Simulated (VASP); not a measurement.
# Ag (Im-3m) in VASP: notebook

Runs on Ag. Level: PBE. Tasks: single point.

Everything below comes from runs of VASP 6.6.1. Logs are shortened: lines on timing, memory, paths and dates and some standing lists are left out, and cuts for length are marked.

## (1) The cell of the first run

It takes space group Im-3m (No. 229, cubic). The conventional cell has a = 2.907 Å, b = 2.907 Å, c = 2.907 Å, α = 90.00°, β = 90.00°, γ = 90.00°. Within 3.3 Å of Ag (site symmetry m-3m) lie 14 Ag at 2.52 to 2.91 Å.

This isn't the form of Ag at room conditions, which is fcc.

## (2) Single point, PBE

INCAR reads:

```
  PREC = Accurate
  ENCUT = 520
  EDIFF = 1E-6
  ISMEAR = -1
  SIGMA = 0.08
  LREAL = False
  LASPH = True
  NELM = 60
  ALGO = Normal
  ISIF = 2
  LWAVE = False
  LCHARG = False
  GGA = PE
  NBANDS = 12
```

KPOINTS reads:

```
Automatic mesh
0
Gamma
  19 19 19
```

POSCAR reads:

```
Ag
1.0
   -1.4533814764      1.4533814764      1.4533814764
    1.4533814764     -1.4533814764      1.4533814764
    1.4533814764      1.4533814764     -1.4533814764
Ag
1
Direct
    0.0000000000      0.0000000000      0.0000000000
```

Potentials or basis: VASP PAW PBE potentials, release 64 (Ag).

Run with:

```
cat potpaw_PBE.64/Ag/POTCAR > POTCAR
mpirun -np 1 vasp_std > vasp.out
```

OUTCAR:

```text
PREC = Accurate
   ENCUT = 520
   EDIFF = 1E-6
   ISMEAR = -1
   LREAL = False
   LASPH = True
   NELM = 60
   ISIF = 2
   GGA = PE

 ion  position               nearest neighbor table
   1  0.000  0.000  0.000-

  LATTYP: Found a body centered cubic cell.
 ALAT       =     2.9067629528

  Lattice vectors:

 A1 = (  -1.4533814764,   1.4533814764,   1.4533814764)
 A2 = (   1.4533814764,  -1.4533814764,   1.4533814764)
 A3 = (   1.4533814764,   1.4533814764,  -1.4533814764)

Analysis of symmetry for initial positions (statically):
=====================================================================
 Subroutine PRICEL returns:
 Original cell was already a primitive cell.

 Routine SETGRP: Setting up the symmetry group for a
 body centered cubic supercell.

 Subroutine GETGRP returns: Found 48 space group operations
 (whereof 48 operations were pure point group operations)
 out of a pool of 48 trial point group operations.

The static configuration has the point symmetry O_h .

Analysis of symmetry for dynamics (positions and initial velocities):
=====================================================================
 Subroutine PRICEL returns:
 Original cell was already a primitive cell.

 Routine SETGRP: Setting up the symmetry group for a
 body centered cubic supercell.

 Subroutine GETGRP returns: Found 48 space group operations
 (whereof 48 operations were pure point group operations)
 out of a pool of 48 trial point group operations.

The dynamic configuration has the point symmetry O_h .

 Subroutine INISYM returns: Found 48 space group operations
 (whereof 48 operations are pure point group operations),
 and found     1 'primitive' translations

----------------------------------------------------------------------------------------

                                     Primitive cell

  volume of cell :      12.2800

  direct lattice vectors                    reciprocal lattice vectors
    -1.453381476  1.453381476  1.453381476     0.000000000  0.344025301  0.344025301
     1.453381476 -1.453381476  1.453381476     0.344025301  0.000000000  0.344025301
     1.453381476  1.453381476 -1.453381476     0.344025301  0.344025301  0.000000000

  length of vectors
     2.517330560  2.517330560  2.517330560     0.486525247  0.486525247  0.486525247

  position of ions in fractional coordinates (direct lattice)
     0.000000000  0.000000000  0.000000000

[... 80 lines left out ...]
   NFREE  =      0    steps in history (QN), initial steepest desc. (CG)
   ISIF   =      2    stress and relaxation
   ISYM   =      2    0-nonsym 1-usesym 2-fastsym
   POTIM  = 0.5000    time-step for ionic-motion
   TEBEG  =    0.0;   TEEND  =   0.0 temperature during run
   PSTRESS=    0.0 pullay stress
   NELECT =      11.0000    total number of electrons
   NUPDOWN=      -1.0000    fix difference up-down
   EMIN   =  10.00;   EMAX   =-10.00  energy-range for DOS
   EFERMI =   0.00;   METHOD = LEGACY
   ISMEAR =    -1;   SIGMA  =   0.08  broadening in eV -4-tet -1-fermi 0-gaus
   EFERMI_NEDOS =   21; number of points for ismear=-14 and -15
   IALGO  =     38    algorithm
   IMIX   =      4    mixing-type and parameters
     AMIX     =   0.40;   BMIX     =  1.00
     AMIX_MAG =   1.60;   BMIX_MAG =  1.00
  volume/ion in A,a.u.               =      12.28        82.87
  Fermi-wavevector in a.u.,A,eV,Ry     =   1.578118  2.982210 33.884712  2.490456
  Thomas-Fermi vector in A             =   2.678697
   LORBIT       =      0    0 simple, 1 ext, 2 COOP (PROOUT), +10 PAW based schemes
   GGA     = PE    functional components
   LHFCALC =     F    Hartree Fock is set to
   AEXX    =    0.0000 exact exchange contribution
   IVDW    =     0    specifies the selected vdW correction
   LEPSILON=     F    determine dielectric tensor
   LRPA    =     F    only Hartree local field effects (RPA)
 non-spin polarized calculation
  energy-cutoff  :      520.00
  volume of cell :       12.28
 maximum number of plane-waves:       343
   NGX =  9   NGY =  9   NGZ =  9

 number of electron      10.9999996 magnetization

 Free energy of the ion-electron system (eV)
  ---------------------------------------------------
  ext. energy  EPLUGINS =         0.00000000
  ---------------------------------------------------
  free energy    TOTEN  =        -1.53073370 eV

  energy without entropy =       -1.52673811  energy(sigma->0) =       -1.52873590

 E-fermi :  14.1419     XC(G=0): -14.2845

 val. band max:       14.1081591570   @ k =   0.4211   0.0526   0.0526
 cond. band min:      14.2251676499   @ k =  -0.3158   0.4211   0.1579
 fundamental gap:      0.1170084929
 Fermi energy:        14.1419215672

 k-point     1 :       0.0000    0.0000    0.0000
  band No.  band energies     occupation
      1       3.4293      2.00000
      2       7.4240      2.00000
      3       7.4240      2.00000
      4       7.4240      2.00000
      5       9.6819      2.00000
      6       9.6819      2.00000
      7      32.6856      0.00000
      8      32.6856      0.00000
      9      32.6856      0.00000
     10      42.6493      0.00000
     11      42.6493      0.00000
     12      45.4598      0.00000
[... 331 lines left out ...]
 k-point    24 :       0.3158    0.1053   -0.0000
  band No.  band energies     occupation
      1       5.3859      2.00000
      2       6.3305      2.00000
      3       8.8709      2.00000
      4       9.4722      2.00000
      5      10.1536      2.00000
      6      12.2551      2.00000
      7      24.0669      0.00000
      8      28.6271      0.00000
      9      32.0814      0.00000
     10      37.4858      0.00000
     11      41.3276      0.00000
     12      42.2268      0.00000

 [... further k-points ...]

------------------------ aborting loop because EDIFF is reached ----------------------------------------

  FORCE on cell =-STRESS in cart. coord.  units (eV):
  Direction    XX          YY          ZZ          XY          YZ          ZX
  --------------------------------------------------------------------------------------
  -------------------------------------------------------------------------------------
  Total        7.5876607      7.5876607      7.5876607      0.0000000     -0.0000000     -0.0000000
  in kB      989.9645244    989.9645244    989.9645244      0.0000000     -0.0000000     -0.0000000
  external PRESSURE =     989.9645244 kB  Pullay stress =       0.0000000 kB

 VOLUME and BASIS-vectors are now :
 -----------------------------------------------------------------------------
  energy-cutoff  :      520.00
  volume of cell :       12.28
      direct lattice vectors                 reciprocal lattice vectors
    -1.453381476  1.453381476  1.453381476     0.000000000  0.344025301  0.344025301
     1.453381476 -1.453381476  1.453381476     0.344025301  0.000000000  0.344025301
     1.453381476  1.453381476 -1.453381476     0.344025301  0.344025301  0.000000000

 POSITION                                       TOTAL-FORCE (eV/Angst)
 -----------------------------------------------------------------------------------
      0.00000      0.00000      0.00000         0.000000     -0.000000      0.000000
 -----------------------------------------------------------------------------------
    total drift:                                0.000000      0.000000      0.000000

  FREE ENERGIE OF THE ION-ELECTRON SYSTEM (eV)
  ---------------------------------------------------
  free  energy   TOTEN  =        -1.5307336958 eV

  energy  without entropy=       -1.5267381091  energy(sigma->0) =       -1.52873590
```

OSZICAR:

```text
N       E                     dE             d eps       ncg     rms          rms(c)
DAV:   1     0.551926191392E+02    0.55193E+02   -0.57258E+03  5296   0.872E+02
DAV:   2    -0.963354204624E+00   -0.56156E+02   -0.53577E+02  6304   0.213E+02
DAV:   3    -0.183787619360E+01   -0.87452E+00   -0.87385E+00  6156   0.265E+01
DAV:   4    -0.184019308460E+01   -0.23169E-02   -0.23168E-02  6140   0.146E+00
DAV:   5    -0.184020553999E+01   -0.12455E-04   -0.12457E-04  6168   0.925E-02    0.137E+01
DAV:   6    -0.157552973932E+01    0.26468E+00   -0.61890E-01  6640   0.770E+00    0.795E+00
DAV:   7    -0.153642660265E+01    0.39103E-01   -0.63559E-02  6636   0.242E+00    0.290E+00
DAV:   8    -0.153071832287E+01    0.57083E-02   -0.31521E-03  6100   0.588E-01    0.170E-01
DAV:   9    -0.153072928470E+01   -0.10962E-04   -0.11408E-05  5884   0.340E-02    0.230E-02
DAV:  10    -0.153073372804E+01   -0.44433E-05   -0.30659E-06  6424   0.128E-02    0.116E-03
DAV:  11    -0.153073369578E+01    0.32257E-07   -0.37334E-08  3232   0.160E-03
   1 F= -.15307337E+01 E0= -.15287359E+01  d E =-.399559E-02
```

It took 30 s on 1 thread of Intel Xeon 8259CL, shared host; peak memory 0.15 GiB.

What came out:

* Free energy: -1.5307 eV
* Pressure: 99.0 GPa
* Band gap on the k mesh: zero (an odd number of electrons rules out a gap without spin polarisation)

Levels at points of the mesh, in eV from the Fermi level:
| k point | band 2 | band 3 | band 4 | band 5 | band 6 | band 7 | band 8 | band 9 | band 10 | band 11 |
| --- | --- | --- | --- | --- | --- | --- | --- | --- | --- | --- |
| (0.00, 0.00, 0.00) | -6.72 | -6.72 | -6.72 | -4.46 | -4.46 | 18.54 | 18.54 | 18.54 | 28.51 | 28.51 |

Caveat: the cell stands under pressure.

## (3) Single point, PBE

INCAR reads:

```
SYSTEM = Ag
PREC = Accurate
ENCUT = 520
EDIFF = 1E-6
ISMEAR = -1
SIGMA = 0.08
LREAL = .FALSE.
LASPH = .TRUE.
NELM = 80
ALGO = Normal
ISIF = 2
LWAVE = .FALSE.
LCHARG = .FALSE.
GGA = PE
NBANDS = 12
```

KPOINTS reads:

```
Automatic mesh
0
G
  19 19 19
  0 0 0
```

POSCAR reads:

```
Ag
1.0
   -1.4532880045      1.4532880045      1.4532880045
    1.4532880045     -1.4532880045      1.4532880045
    1.4532880045      1.4532880045     -1.4532880045
Ag
1
Direct
    0.0000000000      0.0000000000      0.0000000000
```

Potentials or basis: VASP PAW PBE potentials, release 64 (Ag).

Run with:

```
cat potpaw_PBE.64/Ag/POTCAR > POTCAR
mpirun -np 1 vasp_std > vasp.out
```

Wall time 33 s (1 thread of Intel Xeon 8259CL, shared host); peak memory 0.15 GiB.

Results (log left out):

```yaml
Free_energy: -1.5293 eV
Pressure: 99.1 GPa
Band_gap_on_the_k_mesh: zero (an odd number of electrons rules out a gap without spin polarisation)
```

Levels at points of the mesh, in eV from the Fermi level:
```tsv
k point	band 4	band 5	band 6	band 7	band 8	band 9
(0.00, 0.00, 0.00)	-6.72	-4.46	-4.46	18.54	18.54	18.54
```

Caveat: the cell stands under pressure.
